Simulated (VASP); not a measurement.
Write the native input for VASP 6.6.1 that does the following.

```yaml
Task: single point
Functional: PBE
Potentials_or_basis: VASP PAW PBE potentials, release 64 (Ga_d, As, N)
Cutoff: 520 eV
k_mesh: 10 × 10 × 4
Occupations: gaussian, width 0.1 eV
Spin: no spin polarisation
Dipole_correction: no
Further_INCAR_settings: ALGO = Normal; EDIFF = 1e-06; NBANDS = 46
```

The structure of Ga4As3N lies in POSCAR:

```
Ga4As3N
1.0
    3.6527876642      0.0000000000      0.0000000000
    0.0000000000      3.6527876642      0.0000000000
    0.0000000000      0.0000000000     10.8585236387
Ga As N
4 3 1
Direct
    0.0000000000      0.0000000000      0.1792713875
    0.5000000000      0.5000000000      0.5000000000
    0.0000000000      0.0000000000      0.8207286125
    0.5000000000      0.5000000000      0.0000000000
    0.5000000000      0.5000000000      0.2332359703
    0.0000000000      0.0000000000      0.5000000000
    0.5000000000      0.5000000000      0.7667640297
    0.0000000000      0.0000000000      0.0000000000
```

These files were run (other wordings do the same):

INCAR

```
SYSTEM = Ga4As3N
PREC     = Accurate       ! precision mode
ENCUT    = 520            ! plane-wave cutoff, eV
EDIFF    = 1E-6           ! SCF threshold, eV
ISMEAR   = 0              ! smearing method
SIGMA    = 0.1            ! smearing width, eV
LREAL    = .False.        ! projectors in reciprocal space
LASPH    = .True.         ! aspherical terms in the spheres
NELM     = 80             ! most SCF steps
ALGO     = Normal         ! electronic algorithm
ISIF     = 2              ! what is computed and relaxed
LWAVE    = .False.        ! write WAVECAR
LCHARG   = .False.        ! write CHGCAR
GGA      = PE             ! functional
NBANDS   = 46             ! bands
```

KPOINTS

```
Automatic mesh
0
Gamma
  10 10 4
  0 0 0
```

Potentials or basis: VASP PAW PBE potentials, release 64 (Ga_d, As, N).

The run is started by

```console
$ cat potpaw_PBE.64/Ga_d/POTCAR potpaw_PBE.64/As/POTCAR potpaw_PBE.64/N/POTCAR > POTCAR
$ mpirun -np 1 vasp_std > vasp.out
```

It gave:

```
Pressure               : 0.2 GPa
Largest force          : 0.026 eV/Å
Band gap on the k mesh : zero (bands 36 and 37 overlap by 3.13 eV)
```

Wall time 5.2 min on 1 thread of Intel(R) Xeon(R) Platinum 8488C (Sapphire Rapids), with other jobs on the host, peak memory 0.47 GiB.
